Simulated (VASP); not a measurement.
# WS2 (P-6m2) in VASP: a series of runs

WS2 is run at these levels: PBE+D3(BJ); tasks: single point.

Program: VASP 6.6.1. These are calculated values, not measurements. Logs are shortened: lines on timing, memory, paths and dates and some standing lists are left out, and cuts for length are marked.

## (1) The cell of the first run

Symmetry: P-6m2, No. 187, hexagonal system. The conventional cell has a = 3.154 Å, b = 3.154 Å, c = 18.810 Å, α = 90.00°, β = 90.00°, γ = 120.00°. Within 3.2 Å of W (site symmetry -6m2) lie 6 S at 2.41 Å and 6 W at 3.15 Å. W (site symmetry 3m) has 6 S at 2.41 Å and 6 W at 3.15 Å within 3.2 Å. S (site symmetry 3m) has 3 W at 2.41 Å and 7 S at 3.15 Å within 3.2 Å. S (site symmetry 3m) has 3 W at 2.41 Å and 7 S at 3.15 Å within 3.2 Å. S (site symmetry 3m) has 3 W at 2.41 Å and 7 S at 3.15 Å within 3.2 Å.

## (2) Single point, PBE+D3(BJ)

File INCAR:

```
SYSTEM = WS2
  PREC = Accurate
  ENCUT = 520
  EDIFF = 1E-6
  ISMEAR = 0
  SIGMA = 0.02
  LREAL = .FALSE.
  LASPH = .TRUE.
  NELM = 60
  ALGO = Normal
  ISIF = 2
  LWAVE = .FALSE.
  LCHARG = .FALSE.
  GGA = PE
  IVDW = 12
  NBANDS = 49
```

File KPOINTS:

```
regular mesh
0
G
  12 12 1
  0 0 0
```

File POSCAR:

```
WS2
1.0
    3.1543071032      0.0000000000      0.0000000000
   -1.5771535516      2.7317100827      0.0000000000
    0.0000000000      0.0000000000     18.8104432469
W S
3 6
Direct
    0.6666666667      0.3333333333      0.6597274032
    0.3333333333      0.6666666667      0.9826707207
    0.3333333333      0.6666666667      0.3367798284
    0.6666666667      0.3333333333      1.0664056306
    0.6666666667      0.3333333333      0.4205122848
    0.3333333333      0.6666666667      0.7434391798
    0.6666666667      0.3333333333      0.8989379140
    0.6666666667      0.3333333333      0.2530455646
    0.3333333333      0.6666666667      0.5760154638
```

Potentials or basis: VASP PAW PBE potentials, release 64 (W_sv, S).

Command:

```bash
$ cat potpaw_PBE.64/W_sv/POTCAR potpaw_PBE.64/S/POTCAR > POTCAR
$ mpirun -np 1 vasp_std > vasp.out
```

OUTCAR:

```text
SYSTEM = WS2
   PREC = Accurate
   ENCUT = 520
   EDIFF = 1E-6
   ISMEAR = 0
   LREAL = .FALSE.
   LASPH = .TRUE.
   NELM = 60
   ISIF = 2
   GGA = PE
   IVDW = 12
 IVDW          = 12

 ion  position               nearest neighbor table
   1  0.667  0.333  0.660-   6 2.41   6 2.41   6 2.41   9 2.41   9 2.41   9 2.41
   2  0.333  0.667  0.983-   7 2.41   7 2.41   7 2.41   4 2.41   4 2.41   4 2.41
   3  0.333  0.667  0.337-   5 2.41   5 2.41   5 2.41   8 2.41   8 2.41   8 2.41
   4  0.667  0.333  0.066-   2 2.41   2 2.41   2 2.41
   5  0.667  0.333  0.421-   3 2.41   3 2.41   3 2.41
   6  0.333  0.667  0.743-   1 2.41   1 2.41   1 2.41
   7  0.667  0.333  0.899-   2 2.41   2 2.41   2 2.41
   8  0.667  0.333  0.253-   3 2.41   3 2.41   3 2.41
   9  0.333  0.667  0.576-   1 2.41   1 2.41   1 2.41

  LATTYP: Found a hexagonal cell.
 ALAT       =     3.1543071032
 C/A-ratio  =     5.9634153021

  Lattice vectors:

 A1 = (   3.1543071032,   0.0000000000,   0.0000000000)
 A2 = (  -1.5771535516,   2.7317100827,   0.0000000000)
 A3 = (   0.0000000000,   0.0000000000,  18.8104432469)

Analysis of symmetry for initial positions (statically):
=====================================================================
 Subroutine PRICEL returns:
 Original cell was already a primitive cell.

 Routine SETGRP: Setting up the symmetry group for a
 hexagonal supercell.

 Subroutine GETGRP returns: Found 12 space group operations
 (whereof  6 operations were pure point group operations)
 out of a pool of 24 trial point group operations.

The static configuration has the point symmetry C_3v.
 The point group associated with its full space group is D_3h.

Analysis of symmetry for dynamics (positions and initial velocities):
=====================================================================
 Subroutine PRICEL returns:
 Original cell was already a primitive cell.

 Routine SETGRP: Setting up the symmetry group for a
 hexagonal supercell.

 Subroutine GETGRP returns: Found 12 space group operations
 (whereof  6 operations were pure point group operations)
 out of a pool of 24 trial point group operations.

The dynamic configuration has the point symmetry C_3v.
 The point group associated with its full space group is D_3h.

 Subroutine INISYM returns: Found 12 space group operations
 (whereof  6 operations are pure point group operations),
 and found     1 'primitive' translations

----------------------------------------------------------------------------------------

                                     Primitive cell

  volume of cell :     162.0831

  direct lattice vectors                    reciprocal lattice vectors
     3.154307103  0.000000000  0.000000000     0.317026836  0.183035529  0.000000000
    -1.577153552  2.731710083  0.000000000     0.000000000  0.366071058  0.000000000
     0.000000000  0.000000000 18.810443247     0.000000000  0.000000000  0.053161958

  length of vectors
     3.154307103  3.154307103 18.810443247     0.366071058  0.366071058  0.053161958

  position of ions in fractional coordinates (direct lattice)
     0.666666667  0.333333333  0.659727403
     0.333333333  0.666666667  0.982670721
     0.333333333  0.666666667  0.336779828
     0.666666667  0.333333333  0.066405631
     0.666666667  0.333333333  0.420512285
     0.333333333  0.666666667  0.743439180
     0.666666667  0.333333333  0.898937914
     0.666666667  0.333333333  0.253045565
     0.333333333  0.666666667  0.576015464

  ion indices of the primitive-cell ions
   primitive index   ion index
                 1           1
                 2           2
                 3           3
                 4           4
                 5           5
                 6           6
                 7           7
                 8           8
                 9           9

----------------------------------------------------------------------------------------

 KPOINTS: regular mesh

Automatic generation of k-mesh.
 Grid dimensions read from file:
 generate k-points for:   12   12    1

 Generating k-lattice:

  Cartesian coordinates                     Fractional coordinates (reciprocal lattice)
     0.026418903  0.015252961  0.000000000     0.083333333  0.000000000  0.000000000
     0.000000000  0.030505921  0.000000000     0.000000000  0.083333333  0.000000000
     0.000000000  0.000000000  0.053161958     0.000000000  0.000000000  1.000000000

  Length of vectors
     0.030505921  0.030505921  0.053161958

  Shift w.r.t. Gamma in fractional coordinates (k-lattice)
     0.000000000  0.000000000  0.000000000

 Subroutine IBZKPT returns following result:
 ===========================================

 Found     19 irreducible k-points:

 Following reciprocal coordinates:
            Coordinates               Weight
  0.000000  0.000000  0.000000      1.000000
  0.083333 -0.000000  0.000000      6.000000
  0.166667 -0.000000  0.000000      6.000000
  0.250000  0.000000  0.000000      6.000000
  0.333333 -0.000000  0.000000      6.000000
  0.416667 -0.000000  0.000000      6.000000
[... 11 lines left out ...]
  0.333333  0.250000  0.000000     12.000000
  0.333333  0.333333  0.000000      2.000000
   k-points           NKPTS =     19   k-points in BZ     NKDIM =     19   number of bands    NBANDS=     49
   number of dos      NEDOS =    301   number of ions     NIONS =      9
   total plane-waves  NPLWV =  80640
   dimension x,y,z NGX =    24 NGY =   24 NGZ =  140
   dimension x,y,z NGXF=    48 NGYF=   48 NGZF=  280
   ions per type =               3   6
   NGX,Y,Z   is equivalent  to a cutoff of  12.65, 12.65, 12.37 a.u.
   NGXF,Y,Z  is equivalent  to a cutoff of  25.30, 25.30, 24.75 a.u.
 SYSTEM =  WS2
   PREC   = accura    normal or accurate (medium, high low for compatibility)
   ISTART =      0    job   : 0-new  1-cont  2-samecut
   ICHARG =      2    charge: 1-file 2-atom 10-const
   ISPIN  =      1    spin polarized calculation?
   LNONCOLLINEAR =      F non collinear calculations
   LSORBIT =      F    spin-orbit coupling
   LASPH  =      T    aspherical Exc in radial PAW
   ENCUT  =  520.0 eV  38.22 Ry    6.18 a.u.   5.86  5.86 34.97*2*pi/ulx,y,z
   NELM   =     60;   NELMIN=  2; NELMDL= -5     # of ELM steps
   EDIFF  = 0.1E-05   stopping-criterion for ELM
   LREAL  =      F    real-space projection
   EDIFFG = 0.1E-04   stopping-criterion for IOM
   NSW    =      0    number of steps for IOM
   IBRION =     -1    ionic relax: 0-MD 1-quasi-New 2-CG
   NFREE  =      0    steps in history (QN), initial steepest desc. (CG)
   ISIF   =      2    stress and relaxation
   ISYM   =      2    0-nonsym 1-usesym 2-fastsym
   POTIM  = 0.5000    time-step for ionic-motion
   TEBEG  =    0.0;   TEEND  =   0.0 temperature during run
   PSTRESS=    0.0 pullay stress
   NELECT =      78.0000    total number of electrons
   NUPDOWN=      -1.0000    fix difference up-down
   EMIN   =  10.00;   EMAX   =-10.00  energy-range for DOS
   EFERMI =   0.00;   METHOD = LEGACY
   ISMEAR =     0;   SIGMA  =   0.02  broadening in eV -4-tet -1-fermi 0-gaus
   EFERMI_NEDOS =   21; number of points for ismear=-14 and -15
   IALGO  =     38    algorithm
   IMIX   =      4    mixing-type and parameters
     AMIX     =   0.40;   BMIX     =  1.00
     AMIX_MAG =   1.60;   BMIX_MAG =  1.00
  volume/ion in A,a.u.               =      18.01       121.53
  Fermi-wavevector in a.u.,A,eV,Ry     =   1.282903  2.424335 22.393015  1.645840
  Thomas-Fermi vector in A             =   2.415187
   LORBIT       =      0    0 simple, 1 ext, 2 COOP (PROOUT), +10 PAW based schemes
   GGA     = PE    functional components
   LHFCALC =     F    Hartree Fock is set to
   AEXX    =    0.0000 exact exchange contribution
   IVDW    =    12    specifies the selected vdW correction
   LEPSILON=     F    determine dielectric tensor
   LRPA    =     F    only Hartree local field effects (RPA)
 non-spin polarized calculation
 Gauss-broadening in eV      SIGMA  =   0.02
  energy-cutoff  :      520.00
  volume of cell :      162.08
 maximum number of plane-waves:      4392
 NGX is ok and might be reduce to    24
   NGX = 11   NGY = 11   NGZ = 69

 number of electron      77.9999990 magnetization

 Free energy of the ion-electron system (eV)
  ---------------------------------------------------
  ext. energy  EPLUGINS =         0.00000000
  ---------------------------------------------------
  free energy    TOTEN  =       -70.81036637 eV

  energy without entropy =      -70.81036637  energy(sigma->0) =      -70.81036637

 E-fermi :   7.4428     XC(G=0): -10.8248

 val. band max:        7.1895258848   @ k =   0.0000   0.0000   0.0000
 cond. band min:       8.2752221624   @ k =   0.1667   0.1667   0.0000
 fundamental gap:      1.0856962776
 Fermi energy:         7.4428467263

 k-point     1 :       0.0000    0.0000    0.0000
  band No.  band energies     occupation
      1     -67.3240      2.00000
      2     -67.3228      2.00000
      3     -67.3198      2.00000
      4     -31.5822      2.00000
      5     -31.5800      2.00000
      6     -31.5780      2.00000
[... 41 lines left out ...]
     48       9.7807      0.00000
     49       9.8014      0.00000

 k-point     2 :       0.0833   -0.0000    0.0000
  band No.  band energies     occupation
      1     -67.3227      2.00000
      2     -67.3216      2.00000
      3     -67.3185      2.00000
      4     -31.5777      2.00000
      5     -31.5755      2.00000
      6     -31.5735      2.00000
[... 41 lines left out ...]
     48       9.6856      0.00000
     49       9.8433      0.00000

 k-point     3 :       0.1667   -0.0000    0.0000
  band No.  band energies     occupation
      1     -67.3192      2.00000
      2     -67.3181      2.00000
      3     -67.3151      2.00000
      4     -31.5653      2.00000
      5     -31.5632      2.00000
      6     -31.5612      2.00000
[... 821 lines left out ...]
     48      10.6647      0.00000
     49      11.8977      0.00000

 k-point    19 :       0.3333    0.3333    0.0000
  band No.  band energies     occupation
      1     -67.3026      2.00000
      2     -67.3014      2.00000
      3     -67.2984      2.00000
      4     -31.6736      2.00000
      5     -31.6730      2.00000
      6     -31.6689      2.00000
[... 41 lines left out ...]
     48      10.8902      0.00000
     49      12.1377      0.00000

------------------------ aborting loop because EDIFF is reached ----------------------------------------

 Edisp (eV)   -3.79003

 E8    (eV) :    -1.5926

  FORCE on cell =-STRESS in cart. coord.  units (eV):
  Direction    XX          YY          ZZ          XY          YZ          ZX
  --------------------------------------------------------------------------------------
  -------------------------------------------------------------------------------------
  Total      -0.04239    -0.04239    -0.04831     0.00000     0.00000     0.00000
  in kB      -0.41905    -0.41905    -0.47754     0.00000     0.00000     0.00000
  external pressure =       -0.44 kB  Pullay stress =        0.00 kB

 VOLUME and BASIS-vectors are now :
 -----------------------------------------------------------------------------
  energy-cutoff  :      520.00
  volume of cell :      162.08
      direct lattice vectors                 reciprocal lattice vectors
     3.154307103  0.000000000  0.000000000     0.317026836  0.183035529  0.000000000
    -1.577153552  2.731710083  0.000000000     0.000000000  0.366071058  0.000000000
     0.000000000  0.000000000 18.810443247     0.000000000  0.000000000  0.053161958

 POSITION                                       TOTAL-FORCE (eV/Angst)
 -----------------------------------------------------------------------------------
      1.57715      0.91057     12.40976         0.000000     -0.000000      0.000000
     -0.00000      1.82114     18.48447         0.000000     -0.000000      0.000338
     -0.00000      1.82114      6.33498         0.000000     -0.000000     -0.000338
      1.57715      0.91057      1.24912         0.000000     -0.000000      0.007519
      1.57715      0.91057      7.91002        -0.000000      0.000000      0.005132
     -0.00000      1.82114     13.98442        -0.000000     -0.000000      0.004220
      1.57715      0.91057     16.90942        -0.000000      0.000000     -0.005132
      1.57715      0.91057      4.75990         0.000000     -0.000000     -0.007519
     -0.00000      1.82114     10.83511        -0.000000     -0.000000     -0.004220
 -----------------------------------------------------------------------------------
    total drift:                               -0.000000     -0.000000     -0.094745

  FREE ENERGIE OF THE ION-ELECTRON SYSTEM (eV)
  ---------------------------------------------------
  free  energy   TOTEN  =       -74.6003942647 eV

  energy  without entropy=      -74.6003942647  energy(sigma->0) =      -74.60039426
```

Run time: 4.2 min. Hardware: 1 thread of AMD EPYC 7R13, shared host; peak memory 0.3 GiB.

What came out:

```
Free energy                : -74.6004 eV
Pressure                   : 0.0 GPa
Largest force              : 0.008 eV/Å
Band gap on the k mesh     : 1.09 eV (least direct gap 1.88 eV)
Dispersion energy per atom : -0.421 eV
```

Forces in eV/Å, atoms in the order of the input:
```
W    0.000  0.000  0.000
W    0.000  0.000  0.000
W    0.000  0.000  0.000
S    0.000  0.000  0.008
S    0.000  0.000  0.005
S    0.000  0.000  0.004
S    0.000  0.000 -0.005
S    0.000  0.000 -0.008
S    0.000  0.000 -0.004
```

Levels at points of the mesh, in eV from the valence-band top:
```tsv
k point	band 37	band 38	band 39	band 40	band 41	band 42
(0.00, 0.00, 0.00)	-1.13	-0.15	0.00	2.39	2.39	2.40
(0.50, 0.00, 0.00)	-1.66	-1.47	-1.37	2.43	2.46	2.47
```

Caveat: spin-orbit coupling is left out, which moves the levels of the heavy elements; an odd mesh through Γ misses points on the zone boundary, where band edges can lie.

## (3) Single point, PBE+D3(BJ)

File INCAR:

```
PREC = Accurate
ENCUT = 520
EDIFF = 1E-6
ISMEAR = 0
SIGMA = 0.02
LREAL = F
LASPH = T
NELM = 60
ALGO = Normal
ISIF = 2
LWAVE = F
LCHARG = F
GGA = PE
IVDW = 12
NBANDS = 49
```

File KPOINTS:

```
regular mesh
0
Gamma
  12 12 2
```

File POSCAR:

```
WS2
1.0
    3.1543071032      0.0000000000      0.0000000000
   -1.5771535516      2.7317100827      0.0000000000
    0.0000000000      0.0000000000     18.8104432469
W S
3 6
Direct
    0.6666666667      0.3333333333      0.6597259989
    0.3333333333      0.6666666667      0.9826714450
    0.3333333333      0.6666666667      0.3367805527
    0.6666666667      0.3333333333      1.0664060319
    0.6666666667      0.3333333333      0.4205131843
    0.3333333333      0.6666666667      0.7434378569
    0.6666666667      0.3333333333      0.8989388135
    0.6666666667      0.3333333333      0.2530459659
    0.3333333333      0.6666666667      0.5760141409
```

Potentials or basis: VASP PAW PBE potentials, release 64 (W_sv, S).

Command:

```bash
$ cat potpaw_PBE.64/W_sv/POTCAR potpaw_PBE.64/S/POTCAR > POTCAR
$ mpirun -np 1 vasp_std > vasp.out
```

It took 9.2 min on 1 thread of AMD EPYC 7R13, shared host; peak memory 0.37 GiB.

It converged, with:

```
Free energy                : -74.6024 eV
Pressure                   : -0.1 GPa
Largest force              : 0.008 eV/Å
Band gap on the k mesh     : 1.01 eV (least direct gap 1.85 eV)
Dispersion energy per atom : -0.421 eV
```

Forces on the atoms (eV/Å):
```
W    0.000  0.000  0.000
W    0.000  0.000  0.001
W    0.000  0.000 -0.001
S    0.000  0.000  0.008
S    0.000  0.000  0.006
S    0.000  0.000  0.005
S    0.000  0.000 -0.006
S    0.000  0.000 -0.008
S    0.000  0.000 -0.005
```

Levels at points of the mesh, in eV from the valence-band top:
```tsv
k point	band 37	band 38	band 39	band 40	band 41	band 42
(0.00, 0.00, 0.00)	-1.21	-0.23	-0.08	2.31	2.31	2.32
(0.50, 0.00, 0.00)	-1.73	-1.54	-1.45	2.35	2.38	2.39
(0.00, 0.00, 0.50)	-0.72	-0.52	0.00	2.32	2.32	2.32
(0.50, 0.00, 0.50)	-1.66	-1.62	-1.44	2.36	2.37	2.40
```

Caveat: spin-orbit coupling is left out, which moves the levels of the heavy elements.
